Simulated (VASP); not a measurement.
# TiCuC2O6 (R-3) in VASP: a series of runs, part 2 of 2

VASP 6.6.1. Earlier steps stand in the parts before.

### Step 3. Single point, r2SCAN

File POSCAR:

```
TiCuC2O6
1.0
    2.2573675500      3.9098738700      0.0000000000
   -2.2573675500      3.9098738700      0.0000000000
    0.0000000000     -2.6065796100      4.9808024900
Ti Cu C O
1 1 2 6
Direct
    0.5000000000      0.5000000000      0.5000000000
    0.0000000000      0.0000000000      0.0000000000
    0.2600000000      0.2600000000      0.7800000000
    0.7400000000      0.7400000000      0.2200000000
    0.5100000000      0.0100000000      0.7800000000
    0.2600000000      0.5100000000      0.7800000000
    0.0100000000      0.2600000000      0.7800000000
    0.4900000000      0.9900000000      0.2200000000
    0.7400000000      0.4900000000      0.2200000000
    0.9900000000      0.7400000000      0.2200000000
```

File INCAR.step1:

```
PREC = Accurate ; ENCUT = 520
ISMEAR = -1 ; SIGMA = 0.1
LREAL = False ; LASPH = True
NELM = 100 ; NBANDS = 44
GGA = PE ; ALGO = Normal
EDIFF = 1E-4 ; LWAVE = True
LCHARG = False
```

File INCAR.step2:

```
PREC = Accurate ; ENCUT = 520
EDIFF = 1E-6 ; ISMEAR = -1
SIGMA = 0.1 ; LREAL = False
LASPH = True ; NELM = 100
ALGO = Normal ; ISIF = 2
LWAVE = False ; LCHARG = False
METAGGA = R2SCAN ; LMIXTAU = True
NBANDS = 44 ; ISTART = 1
```

File KPOINTS:

```
Automatic mesh
0
Gamma
  6 6 6
```

Potentials or basis: VASP PAW PBE potentials, release 64 (Ti_sv, Cu, C, O).

Launch:

```sh
$ cat potpaw_PBE.64/Ti_sv/POTCAR potpaw_PBE.64/Cu/POTCAR potpaw_PBE.64/C/POTCAR potpaw_PBE.64/O/POTCAR > POTCAR
$ cp INCAR.step1 INCAR
$ mpirun -np 1 vasp_std > vasp.out
$ cp INCAR.step2 INCAR
$ mpirun -np 1 vasp_std > vasp.out
```

OUTCAR:

```text
PREC = Accurate
   ENCUT = 520
   EDIFF = 1E-6
   ISMEAR = -1
   LREAL = False
   LASPH = True
   NELM = 100
   ISIF = 2
   METAGGA = R2SCAN
   ISTART = 1

 ion  position               nearest neighbor table
   1  0.500  0.500  0.500-   6 2.22   9 2.22   7 2.22  10 2.22   8 2.22   5 2.22
   2  0.000  0.000  0.000-   7 2.04  10 2.04   9 2.04   6 2.04   5 2.04   8 2.04
   3  0.260  0.260  0.780-   6 1.13   7 1.13   5 1.13
   4  0.740  0.740  0.220-   9 1.13  10 1.13   8 1.13
   5  0.510  0.010  0.780-   3 1.13   6 1.95   7 1.95   2 2.04   1 2.22
   6  0.260  0.510  0.780-   3 1.13   7 1.95   5 1.95   2 2.04   1 2.22
   7  0.010  0.260  0.780-   3 1.13   6 1.95   5 1.95   2 2.04   1 2.22
   8  0.490  0.990  0.220-   4 1.13  10 1.95   9 1.95   2 2.04   1 2.22
   9  0.740  0.490  0.220-   4 1.13  10 1.95   8 1.95   2 2.04   1 2.22
  10  0.990  0.740  0.220-   4 1.13   9 1.95   8 1.95   2 2.04   1 2.22

  LATTYP: Found a trigonal (rhomboedric) cell.
 ALAT       =     5.6216258883
 COS(alpha) =     0.6775141451

  Lattice vectors:

 A1 = (   2.2573675500,   1.3032942600,   4.9808024900)
 A2 = (  -2.2573675500,   1.3032942600,   4.9808024900)
 A3 = (   0.0000000000,  -2.6065796100,   4.9808024900)

Analysis of symmetry for initial positions (statically):
=====================================================================
 Subroutine PRICEL returns:
 Original cell was already a primitive cell.

 Routine SETGRP: Setting up the symmetry group for a
 trigonal (rhombohedral) supercell.

 Subroutine GETGRP returns: Found  6 space group operations
 (whereof  6 operations were pure point group operations)
 out of a pool of 12 trial point group operations.

The static configuration has the point symmetry S_6 .

Analysis of symmetry for dynamics (positions and initial velocities):
=====================================================================
 Subroutine PRICEL returns:
 Original cell was already a primitive cell.

 Routine SETGRP: Setting up the symmetry group for a
 trigonal (rhombohedral) supercell.

 Subroutine GETGRP returns: Found  6 space group operations
 (whereof  6 operations were pure point group operations)
 out of a pool of 12 trial point group operations.

The dynamic configuration has the point symmetry S_6 .

 Subroutine INISYM returns: Found  6 space group operations
 (whereof  6 operations are pure point group operations),
 and found     1 'primitive' translations

----------------------------------------------------------------------------------------

                                     Primitive cell

  volume of cell :      87.9213

  direct lattice vectors                    reciprocal lattice vectors
     2.257367550  3.909873870  0.000000000     0.221496938  0.127881363  0.066923544
    -2.257367550  3.909873870  0.000000000    -0.221496938  0.127881363  0.066923544
     0.000000000 -2.606579610  4.980802490     0.000000000  0.000000000  0.200770860

  length of vectors
     4.514733872  4.514733872  5.621623494     0.264373405  0.264373405  0.200770860

  position of ions in fractional coordinates (direct lattice)
     0.500000000  0.500000000  0.500000000
     0.000000000  0.000000000  0.000000000
     0.260000000  0.260000000  0.780000000
     0.740000000  0.740000000  0.220000000
     0.510000000  0.010000000  0.780000000
[... 50 lines left out ...]
  0.500000  0.000000 -0.000000      3.000000
  0.166667  0.166667  0.000000      6.000000
  0.333333  0.166667 -0.000000      6.000000
[... 16 lines left out ...]
  0.166667  0.166667  0.166667      6.000000
  0.333333  0.166667  0.166667      6.000000
 [... further k-points ...]
   k-points           NKPTS =     40   k-points in BZ     NKDIM =     40   number of bands    NBANDS=     44
   number of dos      NEDOS =    301   number of ions     NIONS =     10
   total plane-waves  NPLWV =  54432
   dimension x,y,z NGX =    36 NGY =   36 NGZ =   42
   dimension x,y,z NGXF=    72 NGYF=   72 NGZF=   84
   ions per type =               1   1   2   6
   NGX,Y,Z   is equivalent  to a cutoff of  13.26, 13.26, 12.42 a.u.
   NGXF,Y,Z  is equivalent  to a cutoff of  26.51, 26.51, 24.84 a.u.
 SYSTEM =  unknown system
   PREC   = accura    normal or accurate (medium, high low for compatibility)
   ISTART =      1    job   : 0-new  1-cont  2-samecut
   ICHARG =      0    charge: 1-file 2-atom 10-const
   ISPIN  =      1    spin polarized calculation?
   LNONCOLLINEAR =      F non collinear calculations
   LSORBIT =      F    spin-orbit coupling
   LASPH  =      T    aspherical Exc in radial PAW
   ENCUT  =  520.0 eV  38.22 Ry    6.18 a.u.   8.39  8.39 10.45*2*pi/ulx,y,z
   NELM   =    100;   NELMIN=  2; NELMDL=  0     # of ELM steps
   EDIFF  = 0.1E-05   stopping-criterion for ELM
   LREAL  =      F    real-space projection
   EDIFFG = 0.1E-04   stopping-criterion for IOM
   NSW    =      0    number of steps for IOM
   IBRION =     -1    ionic relax: 0-MD 1-quasi-New 2-CG
   NFREE  =      0    steps in history (QN), initial steepest desc. (CG)
   ISIF   =      2    stress and relaxation
   ISYM   =      2    0-nonsym 1-usesym 2-fastsym
   POTIM  = 0.5000    time-step for ionic-motion
   TEBEG  =    0.0;   TEEND  =   0.0 temperature during run
   PSTRESS=    0.0 pullay stress
   NELECT =      67.0000    total number of electrons
   NUPDOWN=      -1.0000    fix difference up-down
   EMIN   =  10.00;   EMAX   =-10.00  energy-range for DOS
   EFERMI =   0.00;   METHOD = LEGACY
   ISMEAR =    -1;   SIGMA  =   0.10  broadening in eV -4-tet -1-fermi 0-gaus
   EFERMI_NEDOS =   21; number of points for ismear=-14 and -15
   IALGO  =     38    algorithm
   IMIX   =      4    mixing-type and parameters
     AMIX     =   0.40;   BMIX     =  1.00
     AMIX_MAG =   1.60;   BMIX_MAG =  1.00
  volume/ion in A,a.u.               =       8.79        59.33
  Fermi-wavevector in a.u.,A,eV,Ry     =   1.495323  2.825751 30.422499  2.235991
  Thomas-Fermi vector in A             =   2.607482
   LORBIT       =      0    0 simple, 1 ext, 2 COOP (PROOUT), +10 PAW based schemes
   METAGGA = R2SCAN    functional components
   LHFCALC =     F    Hartree Fock is set to
   AEXX    =    0.0000 exact exchange contribution
   IVDW    =     0    specifies the selected vdW correction
   LEPSILON=     F    determine dielectric tensor
   LRPA    =     F    only Hartree local field effects (RPA)
 non-spin polarized calculation
  energy-cutoff  :      520.00
  volume of cell :       87.92
 maximum number of plane-waves:      2389
 NGX is ok and might be reduce to    36
   NGX = 17   NGY = 17   NGZ = 21

 number of electron      66.9999983 magnetization

 Free energy of the ion-electron system (eV)
  ---------------------------------------------------
  ext. energy  EPLUGINS =         0.00000000
  ---------------------------------------------------
  free energy    TOTEN  =       -86.23964928 eV

  energy without entropy =      -85.97693716  energy(sigma->0) =      -86.10829322

 E-fermi :   7.1334     XC(G=0): -12.0764

 val. band max:        7.1038968936   @ k =   0.5000   0.0000  -0.0000
 cond. band min:       7.1627452247   @ k =   0.3333   0.0000   0.1667
 fundamental gap:      0.0588483311
 Fermi energy:         7.1333590664

 k-point     1 :       0.0000    0.0000    0.0000
  band No.  band energies     occupation
      1     -53.8882      2.00000
      2     -29.1917      2.00000
      3     -29.0646      2.00000
      4     -29.0645      2.00000
      5     -22.6281      2.00000
      6     -22.1634      2.00000
[... 1117 lines left out ...]
     43      15.3212      0.00000
     44      15.9945      0.00000

 [... further k-points ...]
[... 5 lines left out ...]
  --------------------------------------------------------------------------------------
  -------------------------------------------------------------------------------------
  Total       65.1653962     65.1653489     -0.6131105      0.0000376     -0.0000004      0.0000000
  in kB     1187.4990771   1187.4982157    -11.1726190      0.0006850     -0.0000067      0.0000000
  external PRESSURE =     787.9415579 kB  Pullay stress =       0.0000000 kB

 VOLUME and BASIS-vectors are now :
 -----------------------------------------------------------------------------
  energy-cutoff  :      520.00
  volume of cell :       87.92
      direct lattice vectors                 reciprocal lattice vectors
     2.257367550  3.909873870  0.000000000     0.221496938  0.127881363  0.066923544
    -2.257367550  3.909873870  0.000000000    -0.221496938  0.127881363  0.066923544
     0.000000000 -2.606579610  4.980802490     0.000000000  0.000000000  0.200770860

 POSITION                                       TOTAL-FORCE (eV/Angst)
 -----------------------------------------------------------------------------------
      0.00000      2.60658      2.49040         0.000000      0.000000     -0.000000
      0.00000      0.00000      0.00000         0.000000      0.000000     -0.000000
      0.00000      0.00000      3.88503         0.000000     -0.000000     -0.257775
      0.00000      5.21317      1.09578         0.000000      0.000000      0.257775
      1.12868      0.00000      3.88503        18.759347     -0.889474     -1.817730
     -0.56434      0.97747      3.88503        -8.609367     16.690801     -1.817730
     -0.56434     -0.97747      3.88503       -10.149980    -15.801330     -1.817730
     -1.12868      5.21317      1.09578       -18.759347      0.889474      1.817730
      0.56434      4.23570      1.09578         8.609367    -16.690801      1.817730
      0.56434      6.19063      1.09578        10.149980     15.801330      1.817730
 -----------------------------------------------------------------------------------
    total drift:                                0.000000      0.000000     -0.000000

  FREE ENERGIE OF THE ION-ELECTRON SYSTEM (eV)
  ---------------------------------------------------
  free  energy   TOTEN  =       -86.2396492772 eV

  energy  without entropy=      -85.9769371623  energy(sigma->0) =      -86.10829322
```

Wall time 13 min (1 thread of AMD EPYC 9R14 (Zen 4), shared host); peak memory 0.3 GiB.

What came out:

```yaml
Free_energy: -86.2396 eV
Pressure: 78.8 GPa
Largest_force: 18.868 eV/Å
Band_gap_on_the_k_mesh: zero (an odd number of electrons rules out a gap without spin polarisation)
```

Forces in eV/Å, atoms in the order of the input:
```
Ti    0.000   0.000   0.000
Cu    0.000   0.000   0.000
C     0.000   0.000  -0.258
C     0.000   0.000   0.258
O    18.759  -0.889  -1.818
O    -8.609  16.691  -1.818
O   -10.150 -15.801  -1.818
O   -18.759   0.889   1.818
O     8.609 -16.691   1.818
O    10.150  15.801   1.818
```

Caveat: the stress differs along the axes, from -1 to 119 GPa; the PAW data sets were made with another functional, which shifts forces and pressure a little; an odd number of electrons without spin polarisation forces a metal; a magnetic or distorted state may lie lower; semilocal functionals often make such compounds metallic where correlation or magnetic order opens a gap, which also shifts bond lengths.

### Step 4. Single point, r2SCAN

POSCAR is that of step 3.

File INCAR.step1:

```
SYSTEM = TiCuC2O6
PREC = Accurate ; ENCUT = 520
ISMEAR = -1 ; SIGMA = 0.1
LREAL = .FALSE. ; LASPH = .TRUE.
NELM = 100 ; NBANDS = 44
GGA = PE ; ALGO = Normal
EDIFF = 1E-4 ; LWAVE = .TRUE.
LCHARG = .FALSE.
```

File INCAR.step2:

```
SYSTEM = TiCuC2O6
PREC = Accurate ; ENCUT = 520
EDIFF = 1E-7 ; ISMEAR = -1
SIGMA = 0.1 ; LREAL = .FALSE.
LASPH = .TRUE. ; NELM = 100
ALGO = Normal ; ISIF = 2
LWAVE = .FALSE. ; LCHARG = .TRUE.
METAGGA = R2SCAN ; LMIXTAU = .TRUE.
LELF = .TRUE. ; LVHAR = .TRUE.
NBANDS = 44 ; ISTART = 1
```

File KPOINTS:

```
Automatic mesh
0
G
  5 5 5
  0 0 0
```

Launch:

```sh
$ cat potpaw_PBE.64/Ti_sv/POTCAR potpaw_PBE.64/Cu/POTCAR potpaw_PBE.64/C/POTCAR potpaw_PBE.64/O/POTCAR > POTCAR
$ cp INCAR.step1 INCAR
$ mpirun -np 1 vasp_std > vasp.out
$ cp INCAR.step2 INCAR
$ mpirun -np 1 vasp_std > vasp.out
```

Wall time 8.6 min (1 thread of AMD EPYC 9R14 (Zen 4), shared host); peak memory 0.25 GiB.

It converged, with:

```yaml
Free_energy: -86.2396 eV
Pressure: 78.8 GPa
Largest_force: 18.868 eV/Å
Band_gap_on_the_k_mesh: zero (an odd number of electrons rules out a gap without spin polarisation)
```

Forces on the atoms (eV/Å):
```
Ti    0.000   0.000   0.000
Cu    0.000   0.000   0.000
C     0.000   0.000  -0.257
C     0.000   0.000   0.257
O    18.759  -0.889  -1.818
O    -8.609  16.690  -1.818
O   -10.150 -15.801  -1.818
O   -18.759   0.889   1.818
O     8.609 -16.690   1.818
O    10.150  15.801   1.818
```

Stress tensor (GPa, compression positive):
```
118.78   0.00   0.00
  0.00 118.78   0.00
  0.00   0.00  -1.09
```

Levels at points of the mesh, in eV from the Fermi level:
| k point | band 31 | band 32 | band 33 | band 34 | band 35 | band 36 |
| --- | --- | --- | --- | --- | --- | --- |
| (0.00, 0.00, 0.00) | -1.77 | -0.61 | -0.61 | 0.15 | 0.18 | 0.18 |

Caveat: the stress differs along the axes, from -1 to 119 GPa; the PAW data sets were made with another functional, which shifts forces and pressure a little; an odd number of electrons without spin polarisation forces a metal; a magnetic or distorted state may lie lower; semilocal functionals often make such compounds metallic where correlation or magnetic order opens a gap, which also shifts bond lengths. With open d or f shells a metallic result of r2SCAN can be an artefact of self-interaction; +U or a hybrid may open a gap.

The gap in the log of VASP goes by the Fermi energy; the results here count the filled bands.